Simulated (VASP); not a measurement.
# Ge3MoRu (P-6m2) in VASP: single point with PBE

Aim: the single point of Ge3MoRu with PBE.

Everything below comes from runs of VASP 6.6.1. Logs are shortened: lines on timing, memory, paths and dates and some standing lists are left out, and cuts for length are marked.

## 1. The cell of the first run

The structure is hexagonal, space group P-6m2 (No. 187). Conventional cell: a = 4.020 Å, b = 4.020 Å, c = 8.033 Å, α = 90.00°, β = 90.00°, γ = 120.00°. Within 3.4 Å of Ge (site symmetry 3m) lie 1 Mo at 2.57 Å and 4 Ge at 2.73 to 2.89 Å. Within 3.6 Å of Ge (site symmetry -6m2) lie 6 Ge at 2.73 Å. Mo (site symmetry -6m2) has 3 Ru at 2.32 Å and 2 Ge at 2.57 Å within 3.1 Å. Within 3.1 Å of Ru (site symmetry -6m2) lie 3 Mo at 2.32 Å.

## 2. Single point, PBE

File INCAR:

```
ALGO = Normal
EDIFF = 1E-7
ENCUT = 520
GGA = PE
ISIF = 2
ISMEAR = 0
LASPH = T
LCHARG = F
LREAL = F
LWAVE = F
NBANDS = 43
NELM = 80
PREC = Accurate
SIGMA = 0.1
```

File KPOINTS:

```
k-points
0
Gamma
  12 12 6
```

File POSCAR:

```
Ge3MoRu
1.0
    4.0197710514      0.0000000000      0.0000000000
   -2.0098855257      3.4812238479      0.0000000000
    0.0000000000      0.0000000000      8.0334596252
Ge Mo Ru
3 1 1
Direct
    0.3333333333      0.6666666667      0.6796167693
    0.3333333333      0.6666666667      0.3203832307
    0.6666666667      0.3333333333      0.5000000000
    0.3333333333      0.6666666667      0.0000000000
    0.0000000000      0.0000000000      0.0000000000
```

Potentials or basis: VASP PAW PBE potentials, release 64 (Ge_d, Mo_sv, Ru_pv).

Run with:

```console
cat potpaw_PBE.64/Ge_d/POTCAR potpaw_PBE.64/Mo_sv/POTCAR potpaw_PBE.64/Ru_pv/POTCAR > POTCAR
mpirun -np 1 vasp_std > vasp.out
```

OUTCAR:

```text
EDIFF = 1E-7
   ENCUT = 520
   GGA = PE
   ISIF = 2
   ISMEAR = 0
   LASPH = T
   LREAL = F
   NELM = 80
   PREC = Accurate

 ion  position               nearest neighbor table
   1  0.333  0.667  0.680-   4 2.57   3 2.73   3 2.73   3 2.73   2 2.89
   2  0.333  0.667  0.320-   4 2.57   3 2.73   3 2.73   3 2.73   1 2.89
   3  0.667  0.333  0.500-   1 2.73   2 2.73   1 2.73   2 2.73   1 2.73   2 2.73
   4  0.333  0.667  0.000-   5 2.32   5 2.32   5 2.32   1 2.57   2 2.57
   5  0.000  0.000  0.000-   4 2.32   4 2.32   4 2.32

  LATTYP: Found a hexagonal cell.
 ALAT       =     4.0197710514
 C/A-ratio  =     1.9984868597

  Lattice vectors:

 A1 = (   4.0197710514,   0.0000000000,   0.0000000000)
 A2 = (  -2.0098855257,   3.4812238479,   0.0000000000)
 A3 = (   0.0000000000,   0.0000000000,   8.0334596252)

Analysis of symmetry for initial positions (statically):
=====================================================================
 Subroutine PRICEL returns:
 Original cell was already a primitive cell.

 Routine SETGRP: Setting up the symmetry group for a
 hexagonal supercell.

 Subroutine GETGRP returns: Found 12 space group operations
 (whereof 12 operations were pure point group operations)
 out of a pool of 24 trial point group operations.

The static configuration has the point symmetry D_3h.

Analysis of symmetry for dynamics (positions and initial velocities):
=====================================================================
 Subroutine PRICEL returns:
 Original cell was already a primitive cell.

 Routine SETGRP: Setting up the symmetry group for a
 hexagonal supercell.

 Subroutine GETGRP returns: Found 12 space group operations
 (whereof 12 operations were pure point group operations)
 out of a pool of 24 trial point group operations.

The dynamic configuration has the point symmetry D_3h.

 Subroutine INISYM returns: Found 12 space group operations
 (whereof 12 operations are pure point group operations),
 and found     1 'primitive' translations

----------------------------------------------------------------------------------------

                                     Primitive cell

  volume of cell :     112.4180

  direct lattice vectors                    reciprocal lattice vectors
     4.019771051  0.000000000  0.000000000     0.248770387  0.143627650  0.000000000
    -2.009885526  3.481223848  0.000000000     0.000000000  0.287255300  0.000000000
     0.000000000  0.000000000  8.033459625     0.000000000  0.000000000  0.124479371

  length of vectors
     4.019771051  4.019771051  8.033459625     0.287255300  0.287255300  0.124479371

  position of ions in fractional coordinates (direct lattice)
     0.333333333  0.666666667  0.679616769
     0.333333333  0.666666667  0.320383231
     0.666666667  0.333333333  0.500000000
     0.333333333  0.666666667  0.000000000
     0.000000000  0.000000000  0.000000000

  ion indices of the primitive-cell ions
   primitive index   ion index
                 1           1
                 2           2
                 3           3
                 4           4
                 5           5

----------------------------------------------------------------------------------------

 KPOINTS: k-points

Automatic generation of k-mesh.
 Grid dimensions read from file:
 generate k-points for:   12   12    6

 Generating k-lattice:

  Cartesian coordinates                     Fractional coordinates (reciprocal lattice)
     0.020730866  0.011968971  0.000000000     0.083333333  0.000000000  0.000000000
     0.000000000  0.023937942  0.000000000     0.000000000  0.083333333  0.000000000
     0.000000000  0.000000000  0.020746562     0.000000000  0.000000000  0.166666667

  Length of vectors
     0.023937942  0.023937942  0.020746562

  Shift w.r.t. Gamma in fractional coordinates (k-lattice)
     0.000000000  0.000000000  0.000000000

 Subroutine IBZKPT returns following result:
 ===========================================

 Found     76 irreducible k-points:

 Following reciprocal coordinates:
            Coordinates               Weight
  0.000000  0.000000  0.000000      1.000000
  0.083333  0.000000  0.000000      6.000000
  0.166667  0.000000  0.000000      6.000000
  0.250000  0.000000  0.000000      6.000000
  0.333333  0.000000  0.000000      6.000000
  0.416667  0.000000  0.000000      6.000000
[... 16 lines left out ...]
  0.250000  0.000000  0.166667     12.000000
  0.333333  0.000000  0.166667     12.000000
 [... further k-points ...]
   k-points           NKPTS =     76   k-points in BZ     NKDIM =     76   number of bands    NBANDS=     43
   number of dos      NEDOS =    301   number of ions     NIONS =      5
   total plane-waves  NPLWV =  54000
   dimension x,y,z NGX =    30 NGY =   30 NGZ =   60
   dimension x,y,z NGXF=    60 NGYF=   60 NGZF=  120
   ions per type =               3   1   1
   NGX,Y,Z   is equivalent  to a cutoff of  12.41, 12.41, 12.42 a.u.
   NGXF,Y,Z  is equivalent  to a cutoff of  24.81, 24.81, 24.83 a.u.
 SYSTEM =  unknown system
   PREC   = accura    normal or accurate (medium, high low for compatibility)
   ISTART =      0    job   : 0-new  1-cont  2-samecut
   ICHARG =      2    charge: 1-file 2-atom 10-const
   ISPIN  =      1    spin polarized calculation?
   LNONCOLLINEAR =      F non collinear calculations
   LSORBIT =      F    spin-orbit coupling
   LASPH  =      T    aspherical Exc in radial PAW
   ENCUT  =  520.0 eV  38.22 Ry    6.18 a.u.   7.47  7.47 14.94*2*pi/ulx,y,z
   NELM   =     80;   NELMIN=  2; NELMDL= -5     # of ELM steps
   EDIFF  = 0.1E-06   stopping-criterion for ELM
   LREAL  =      F    real-space projection
   EDIFFG = 0.1E-05   stopping-criterion for IOM
   NSW    =      0    number of steps for IOM
   IBRION =     -1    ionic relax: 0-MD 1-quasi-New 2-CG
   NFREE  =      0    steps in history (QN), initial steepest desc. (CG)
   ISIF   =      2    stress and relaxation
   ISYM   =      2    0-nonsym 1-usesym 2-fastsym
   POTIM  = 0.5000    time-step for ionic-motion
   TEBEG  =    0.0;   TEEND  =   0.0 temperature during run
   PSTRESS=    0.0 pullay stress
   NELECT =      70.0000    total number of electrons
   NUPDOWN=      -1.0000    fix difference up-down
   EMIN   =  10.00;   EMAX   =-10.00  energy-range for DOS
   EFERMI =   0.00;   METHOD = LEGACY
   ISMEAR =     0;   SIGMA  =   0.10  broadening in eV -4-tet -1-fermi 0-gaus
   EFERMI_NEDOS =   21; number of points for ismear=-14 and -15
   IALGO  =     38    algorithm
   IMIX   =      4    mixing-type and parameters
     AMIX     =   0.40;   BMIX     =  1.00
     AMIX_MAG =   1.60;   BMIX_MAG =  1.00
  volume/ion in A,a.u.               =      22.48       151.73
  Fermi-wavevector in a.u.,A,eV,Ry     =   1.397963  2.641766 26.589858  1.954299
  Thomas-Fermi vector in A             =   2.521167
   LORBIT       =      0    0 simple, 1 ext, 2 COOP (PROOUT), +10 PAW based schemes
   GGA     = PE    functional components
   LHFCALC =     F    Hartree Fock is set to
   AEXX    =    0.0000 exact exchange contribution
   IVDW    =     0    specifies the selected vdW correction
   LEPSILON=     F    determine dielectric tensor
   LRPA    =     F    only Hartree local field effects (RPA)
 non-spin polarized calculation
 Gauss-broadening in eV      SIGMA  =   0.10
  energy-cutoff  :      520.00
  volume of cell :      112.42
 maximum number of plane-waves:      3066
 NGX is ok and might be reduce to    30
   NGX = 15   NGY = 15   NGZ = 29

 number of electron      70.0000036 magnetization

 Free energy of the ion-electron system (eV)
  ---------------------------------------------------
  ext. energy  EPLUGINS =         0.00000000
  ---------------------------------------------------
  free energy    TOTEN  =       -29.57150610 eV

  energy without entropy =      -29.55031811  energy(sigma->0) =      -29.56091211

 E-fermi :   5.5458     XC(G=0): -10.4438

 val. band max:        5.5361712417   @ k =   0.1667   0.0833   0.1667
 cond. band min:       5.5501365351   @ k =   0.4167   0.0833   0.0000
 fundamental gap:      0.0139652934
 Fermi energy:         5.5457850046

 k-point     1 :       0.0000    0.0000    0.0000
  band No.  band energies     occupation
      1     -55.3324      2.00000
      2     -37.3248      2.00000
      3     -37.3248      2.00000
      4     -36.8036      2.00000
      5     -29.4814      2.00000
      6     -29.4814      2.00000
[... 35 lines left out ...]
     42       8.9560      0.00000
     43       8.9560      0.00000

 k-point     2 :       0.0833    0.0000    0.0000
  band No.  band energies     occupation
      1     -55.3332      2.00000
      2     -37.3265      2.00000
      3     -37.3195      2.00000
      4     -36.8033      2.00000
      5     -29.4869      2.00000
      6     -29.4773      2.00000
[... 35 lines left out ...]
     42       8.8726      0.00000
     43       9.0709      0.00000

 k-point     3 :       0.1667    0.0000    0.0000
  band No.  band energies     occupation
      1     -55.3354      2.00000
      2     -37.3311      2.00000
      3     -37.3049      2.00000
      4     -36.8023      2.00000
      5     -29.5018      2.00000
      6     -29.4663      2.00000
[... 35 lines left out ...]
     42       8.9400      0.00000
     43       9.6675      0.00000

 k-point     4 :       0.2500    0.0000    0.0000
  band No.  band energies     occupation
      1     -55.3384      2.00000
      2     -37.3374      2.00000
      3     -37.2850      2.00000
      4     -36.8010      2.00000
      5     -29.5222      2.00000
      6     -29.4511      2.00000
[... 863 lines left out ...]
     42       9.0388      0.00000
     43       9.8237      0.00000

 k-point    23 :       0.2500    0.0000    0.1667
  band No.  band energies     occupation
      1     -55.3384      2.00000
      2     -37.3374      2.00000
      3     -37.2850      2.00000
      4     -36.8009      2.00000
      5     -29.5222      2.00000
      6     -29.4511      2.00000
[... 35 lines left out ...]
     42       9.5282      0.00000
     43      10.4587      0.00000

 k-point    24 :       0.3333    0.0000    0.1667
  band No.  band energies     occupation
      1     -55.3414      2.00000
      2     -37.3436      2.00000
      3     -37.2650      2.00000
      4     -36.7996      2.00000
      5     -29.5426      2.00000
      6     -29.4360      2.00000
[... 35 lines left out ...]
     42       9.7693      0.00000
     43      10.1900      0.00000

 [... further k-points ...]

------------------------ aborting loop because EDIFF is reached ----------------------------------------

  FORCE on cell =-STRESS in cart. coord.  units (eV):
  Direction    XX          YY          ZZ          XY          YZ          ZX
  --------------------------------------------------------------------------------------
  -------------------------------------------------------------------------------------
  Total        0.1883704      0.1883704      0.0346905      0.0000000     -0.0000000     -0.0000000
  in kB        2.6846475      2.6846475      0.4944071      0.0000000     -0.0000000     -0.0000000
  external PRESSURE =       1.9545674 kB  Pullay stress =       0.0000000 kB

 VOLUME and BASIS-vectors are now :
 -----------------------------------------------------------------------------
  energy-cutoff  :      520.00
  volume of cell :      112.42
      direct lattice vectors                 reciprocal lattice vectors
     4.019771051  0.000000000  0.000000000     0.248770387  0.143627650  0.000000000
    -2.009885526  3.481223848  0.000000000     0.000000000  0.287255300  0.000000000
     0.000000000  0.000000000  8.033459625     0.000000000  0.000000000  0.124479371

 POSITION                                       TOTAL-FORCE (eV/Angst)
 -----------------------------------------------------------------------------------
     -0.00000      2.32082      5.45967         0.000000      0.000000     -0.004971
     -0.00000      2.32082      2.57379        -0.000000      0.000000      0.004971
      2.00989      1.16041      4.01673        -0.000000      0.000000      0.000000
     -0.00000      2.32082      0.00000        -0.000000      0.000000      0.000000
      0.00000      0.00000      0.00000         0.000000      0.000000      0.000000
 -----------------------------------------------------------------------------------
    total drift:                               -0.000001      0.000001     -0.000000

  FREE ENERGIE OF THE ION-ELECTRON SYSTEM (eV)
  ---------------------------------------------------
  free  energy   TOTEN  =       -29.5715061015 eV

  energy  without entropy=      -29.5503181095  energy(sigma->0) =      -29.56091211
```

Wall time 9.8 min (1 thread of AMD EPYC 7R43 (Zen 3), shared host); peak memory 0.42 GiB.

Results:

```yaml
Free_energy: -29.5715 eV
Pressure: 0.2 GPa
Largest_force: 0.005 eV/Å
Band_gap_on_the_k_mesh: zero (band 35 reaches 5.65 eV, above the bottom of band 36 at 5.12 eV)
```

Forces on the atoms (eV/Å):
```
Ge   0.000  0.000 -0.005
Ge   0.000  0.000  0.005
Ge   0.000  0.000  0.000
Mo   0.000  0.000  0.000
Ru   0.000  0.000  0.000
```
